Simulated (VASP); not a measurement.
# BaTe (F-43m) in VASP: single point with r2SCAN

Aim: the single point of BaTe with r2SCAN.

All numbers are computed with VASP 6.6.1; they aren't measurements. Logs are shortened: lines on timing, memory, paths and dates and some standing lists are left out, and cuts for length are marked.

### Step 1. The cell of the first run

The structure is cubic, space group F-43m (No. 216). Conventional cell: a = 7.828 Å, b = 7.828 Å, c = 7.828 Å, α = 90.00°, β = 90.00°, γ = 90.00°. Within 4.5 Å of Ba (site symmetry -43m) lie 4 Te at 3.39 Å. Within 4.5 Å of Te (site symmetry -43m) lie 4 Ba at 3.39 Å.

### Step 2. Single point, r2SCAN

POSCAR

```
BaTe
1.0
    0.0000000000      3.9141586662      3.9141586662
    3.9141586662      0.0000000000      3.9141586662
    3.9141586662      3.9141586662      0.0000000000
Ba Te
1 1
Direct
    0.0000000000      0.0000000000      0.0000000000
    0.2500000000      0.2500000000      0.2500000000
```

INCAR.step1

```
SYSTEM = BaTe
PREC = Accurate
ENCUT = 520
ISMEAR = 0
SIGMA = 0.01
LREAL = .FALSE.
LASPH = .TRUE.
NELM = 80
NBANDS = 15
GGA = PE
ALGO = Normal
EDIFF = 1E-4
LWAVE = .TRUE.
LCHARG = .FALSE.
```

INCAR.step2

```
SYSTEM = BaTe
PREC = Accurate
ENCUT = 520
EDIFF = 1E-6
ISMEAR = 0
SIGMA = 0.01
LREAL = .FALSE.
LASPH = .TRUE.
NELM = 80
ALGO = Normal
ISIF = 2
LWAVE = .FALSE.
LCHARG = .TRUE.
METAGGA = R2SCAN
LMIXTAU = .TRUE.
LELF = .TRUE.
LVHAR = .TRUE.
NBANDS = 15
ISTART = 1
```

KPOINTS

```
Automatic mesh
0
G
  4 4 4
  0 0 0
```

Potentials or basis: VASP PAW PBE potentials, release 64 (Ba_sv, Te).

On the command line:

```
$ cat potpaw_PBE.64/Ba_sv/POTCAR potpaw_PBE.64/Te/POTCAR > POTCAR
$ cp INCAR.step1 INCAR
$ mpirun -np 1 vasp_std > vasp.out
$ cp INCAR.step2 INCAR
$ mpirun -np 1 vasp_std > vasp.out
```

OUTCAR:

```text
SYSTEM = BaTe
   PREC = Accurate
   ENCUT = 520
   EDIFF = 1E-6
   ISMEAR = 0
   LREAL = .FALSE.
   LASPH = .TRUE.
   NELM = 80
   ISIF = 2
   METAGGA = R2SCAN
   ISTART = 1

 ion  position               nearest neighbor table
   1  0.000  0.000  0.000-   2 3.39   2 3.39   2 3.39   2 3.39
   2  0.250  0.250  0.250-   1 3.39   1 3.39   1 3.39   1 3.39

  LATTYP: Found a face centered cubic cell.
 ALAT       =     7.8283173324

  Lattice vectors:

 A1 = (   0.0000000000,   3.9141586662,   3.9141586662)
 A2 = (   3.9141586662,   0.0000000000,   3.9141586662)
 A3 = (   3.9141586662,   3.9141586662,   0.0000000000)

Analysis of symmetry for initial positions (statically):
=====================================================================
 Subroutine PRICEL returns:
 Original cell was already a primitive cell.

 Routine SETGRP: Setting up the symmetry group for a
 face centered cubic supercell.

 Subroutine GETGRP returns: Found 24 space group operations
 (whereof 24 operations were pure point group operations)
 out of a pool of 48 trial point group operations.

The static configuration has the point symmetry T_d .

Analysis of symmetry for dynamics (positions and initial velocities):
=====================================================================
 Subroutine PRICEL returns:
 Original cell was already a primitive cell.

 Routine SETGRP: Setting up the symmetry group for a
 face centered cubic supercell.

 Subroutine GETGRP returns: Found 24 space group operations
 (whereof 24 operations were pure point group operations)
 out of a pool of 48 trial point group operations.

The dynamic configuration has the point symmetry T_d .

 Subroutine INISYM returns: Found 24 space group operations
 (whereof 24 operations are pure point group operations),
 and found     1 'primitive' translations

----------------------------------------------------------------------------------------

                                     Primitive cell

  volume of cell :     119.9348

  direct lattice vectors                    reciprocal lattice vectors
     0.000000000  3.914158666  3.914158666    -0.127741372  0.127741372  0.127741372
     3.914158666  0.000000000  3.914158666     0.127741372 -0.127741372  0.127741372
     3.914158666  3.914158666  0.000000000     0.127741372  0.127741372 -0.127741372

  length of vectors
     5.535456271  5.535456271  5.535456271     0.221254547  0.221254547  0.221254547

  position of ions in fractional coordinates (direct lattice)
     0.000000000  0.000000000  0.000000000
     0.250000000  0.250000000  0.250000000

  ion indices of the primitive-cell ions
   primitive index   ion index
                 1           1
                 2           2

----------------------------------------------------------------------------------------

 KPOINTS: Automatic mesh

Automatic generation of k-mesh.
 Grid dimensions read from file:
 generate k-points for:    4    4    4

 Generating k-lattice:

  Cartesian coordinates                     Fractional coordinates (reciprocal lattice)
    -0.031935343  0.031935343  0.031935343     0.250000000  0.000000000  0.000000000
     0.031935343 -0.031935343  0.031935343     0.000000000  0.250000000  0.000000000
     0.031935343  0.031935343 -0.031935343     0.000000000  0.000000000  0.250000000

  Length of vectors
     0.055313637  0.055313637  0.055313637

  Shift w.r.t. Gamma in fractional coordinates (k-lattice)
     0.000000000  0.000000000  0.000000000

 Subroutine IBZKPT returns following result:
 ===========================================

 Found      8 irreducible k-points:

 Following reciprocal coordinates:
            Coordinates               Weight
  0.000000  0.000000  0.000000      1.000000
  0.250000  0.000000  0.000000      8.000000
  0.500000  0.000000  0.000000      4.000000
  0.250000  0.250000  0.000000      6.000000
  0.500000  0.250000  0.000000     24.000000
 -0.250000  0.250000  0.000000     12.000000
  0.500000  0.500000  0.000000      3.000000
 -0.250000  0.500000  0.250000      6.000000
   k-points           NKPTS =      8   k-points in BZ     NKDIM =      8   number of bands    NBANDS=     15
   number of dos      NEDOS =    301   number of ions     NIONS =      2
   total plane-waves  NPLWV =  74088
   dimension x,y,z NGX =    42 NGY =   42 NGZ =   42
   dimension x,y,z NGXF=    84 NGYF=   84 NGZF=   84
   ions per type =               1   1
   NGX,Y,Z   is equivalent  to a cutoff of  12.61, 12.61, 12.61 a.u.
   NGXF,Y,Z  is equivalent  to a cutoff of  25.23, 25.23, 25.23 a.u.
 SYSTEM =  BaTe
   PREC   = accura    normal or accurate (medium, high low for compatibility)
   ISTART =      1    job   : 0-new  1-cont  2-samecut
   ICHARG =      0    charge: 1-file 2-atom 10-const
   ISPIN  =      1    spin polarized calculation?
   LNONCOLLINEAR =      F non collinear calculations
   LSORBIT =      F    spin-orbit coupling
   LASPH  =      T    aspherical Exc in radial PAW
   ENCUT  =  520.0 eV  38.22 Ry    6.18 a.u.  10.29 10.29 10.29*2*pi/ulx,y,z
   NELM   =     80;   NELMIN=  2; NELMDL=  0     # of ELM steps
   EDIFF  = 0.1E-05   stopping-criterion for ELM
   LREAL  =      F    real-space projection
   EDIFFG = 0.1E-04   stopping-criterion for IOM
   NSW    =      0    number of steps for IOM
   IBRION =     -1    ionic relax: 0-MD 1-quasi-New 2-CG
   NFREE  =      0    steps in history (QN), initial steepest desc. (CG)
   ISIF   =      2    stress and relaxation
   ISYM   =      2    0-nonsym 1-usesym 2-fastsym
   POTIM  = 0.5000    time-step for ionic-motion
   TEBEG  =    0.0;   TEEND  =   0.0 temperature during run
   PSTRESS=    0.0 pullay stress
   NELECT =      16.0000    total number of electrons
   NUPDOWN=      -1.0000    fix difference up-down
   EMIN   =  10.00;   EMAX   =-10.00  energy-range for DOS
   EFERMI =   0.00;   METHOD = LEGACY
   ISMEAR =     0;   SIGMA  =   0.01  broadening in eV -4-tet -1-fermi 0-gaus
   EFERMI_NEDOS =   21; number of points for ismear=-14 and -15
   IALGO  =     38    algorithm
   IMIX   =      4    mixing-type and parameters
     AMIX     =   0.40;   BMIX     =  1.00
     AMIX_MAG =   1.60;   BMIX_MAG =  1.00
  volume/ion in A,a.u.               =      59.97       404.68
  Fermi-wavevector in a.u.,A,eV,Ry     =   0.836501  1.580757  9.520455  0.699734
  Thomas-Fermi vector in A             =   1.950236
   LORBIT       =      0    0 simple, 1 ext, 2 COOP (PROOUT), +10 PAW based schemes
   METAGGA = R2SCAN    functional components
   LHFCALC =     F    Hartree Fock is set to
   AEXX    =    0.0000 exact exchange contribution
   IVDW    =     0    specifies the selected vdW correction
   LEPSILON=     F    determine dielectric tensor
   LRPA    =     F    only Hartree local field effects (RPA)
 non-spin polarized calculation
 Gauss-broadening in eV      SIGMA  =   0.01
  energy-cutoff  :      520.00
  volume of cell :      119.93
 maximum number of plane-waves:      3250
 NGX is ok and might be reduce to    42
   NGX = 21   NGY = 21   NGZ = 21

 number of electron      16.0000000 magnetization

 Free energy of the ion-electron system (eV)
  ---------------------------------------------------
  ext. energy  EPLUGINS =         0.00000000
  ---------------------------------------------------
  free energy    TOTEN  =       -55.37534636 eV

  energy without entropy =      -55.37534636  energy(sigma->0) =      -55.37534636

 E-fermi :  -0.0810     XC(G=0):  -7.0548

 val. band max:       -0.2076919733   @ k =  -0.2500   0.5000   0.2500
 cond. band min:       2.7395273812   @ k =   0.0000   0.0000   0.0000
 fundamental gap:      2.9472193545
 Fermi energy:        -0.0809877332

 k-point     1 :       0.0000    0.0000    0.0000
  band No.  band energies     occupation
      1     -27.8923      2.00000
      2     -12.6565      2.00000
      3     -12.6565      2.00000
      4     -12.6565      2.00000
      5      -9.2037      2.00000
      6      -0.6355      2.00000
      7      -0.6355      2.00000
      8      -0.6355      2.00000
      9       2.7395      0.00000
     10       4.3875      0.00000
     11       4.3875      0.00000
     12       6.3453      0.00000
     13       6.3453      0.00000
     14       6.3453      0.00000
     15       8.2929      0.00000

 k-point     2 :       0.2500    0.0000    0.0000
  band No.  band energies     occupation
      1     -27.8904      2.00000
      2     -12.7496      2.00000
      3     -12.6642      2.00000
      4     -12.6641      2.00000
      5      -9.0568      2.00000
      6      -0.8439      2.00000
      7      -0.5392      2.00000
      8      -0.5392      2.00000
      9       3.7302      0.00000
     10       4.2278      0.00000
     11       4.2278      0.00000
     12       5.7462      0.00000
     13       6.5018      0.00000
     14       6.5018      0.00000
     15       6.5192      0.00000

 k-point     3 :       0.5000    0.0000    0.0000
  band No.  band energies     occupation
      1     -27.8885      2.00000
      2     -12.8361      2.00000
      3     -12.6718      2.00000
      4     -12.6718      2.00000
      5      -8.9195      2.00000
      6      -0.8978      2.00000
      7      -0.4514      2.00000
      8      -0.4514      2.00000
      9       4.1568      0.00000
     10       4.5895      0.00000
     11       4.5895      0.00000
     12       4.7771      0.00000
     13       5.4695      0.00000
     14       5.4696      0.00000
     15       7.6251      0.00000
[... 55 lines left out ...]
 k-point     7 :       0.5000    0.5000    0.0000
  band No.  band energies     occupation
      1     -27.8873      2.00000
      2     -12.8607      2.00000
      3     -12.6930      2.00000
      4     -12.6930      2.00000
      5      -8.8253      2.00000
      6      -1.1642      2.00000
      7      -0.2097      2.00000
      8      -0.2097      2.00000
      9       2.9750      0.00000
     10       4.1611      0.00000
     11       5.2676      0.00000
     12       5.2676      0.00000
     13       5.3290      0.00000
     14       7.3925      0.00000
     15       8.0130      0.00000

 k-point     8 :      -0.2500    0.5000    0.2500
  band No.  band energies     occupation
      1     -27.8873      2.00000
      2     -12.8480      2.00000
      3     -12.7067      2.00000
      4     -12.6934      2.00000
      5      -8.8243      2.00000
      6      -0.7551      2.00000
      7      -0.6918      2.00000
      8      -0.2077      2.00000
      9       2.9874      0.00000
     10       3.9852      0.00000
     11       5.0526      0.00000
     12       5.3861      0.00000
     13       6.2554      0.00000
     14       7.4605      0.00000
     15       7.6758      0.00000

------------------------ aborting loop because EDIFF is reached ----------------------------------------

  FORCE on cell =-STRESS in cart. coord.  units (eV):
  Direction    XX          YY          ZZ          XY          YZ          ZX
  --------------------------------------------------------------------------------------
  -------------------------------------------------------------------------------------
  Total        0.1286790      0.1286790      0.1286790      0.0000000      0.0000000      0.0000000
  in kB        1.7189884      1.7189884      1.7189884      0.0000000      0.0000000      0.0000000
  external PRESSURE =       1.7189884 kB  Pullay stress =       0.0000000 kB

 VOLUME and BASIS-vectors are now :
 -----------------------------------------------------------------------------
  energy-cutoff  :      520.00
  volume of cell :      119.93
      direct lattice vectors                 reciprocal lattice vectors
     0.000000000  3.914158666  3.914158666    -0.127741372  0.127741372  0.127741372
     3.914158666  0.000000000  3.914158666     0.127741372 -0.127741372  0.127741372
     3.914158666  3.914158666  0.000000000     0.127741372  0.127741372 -0.127741372

 POSITION                                       TOTAL-FORCE (eV/Angst)
 -----------------------------------------------------------------------------------
      0.00000      0.00000      0.00000         0.000000      0.000000     -0.000000
      1.95708      1.95708      1.95708         0.000000     -0.000000      0.000000
 -----------------------------------------------------------------------------------
    total drift:                               -0.000000     -0.000000     -0.000000

  FREE ENERGIE OF THE ION-ELECTRON SYSTEM (eV)
  ---------------------------------------------------
  free  energy   TOTEN  =       -55.3753463642 eV

  energy  without entropy=      -55.3753463642  energy(sigma->0) =      -55.37534636
```

It took 47 s on 1 thread of Intel Xeon 6975P-C (Granite Rapids), shared host; peak memory 0.28 GiB.

Results:

```
Free energy            : -55.3753 eV
Pressure               : 0.2 GPa
Band gap on the k mesh : 2.95 eV, indirect (least direct gap 3.18 eV)
```

Caveat: the PAW data sets were made with another functional, which shifts forces and pressure a little; spin-orbit coupling is left out, which moves the levels of the heavy elements.
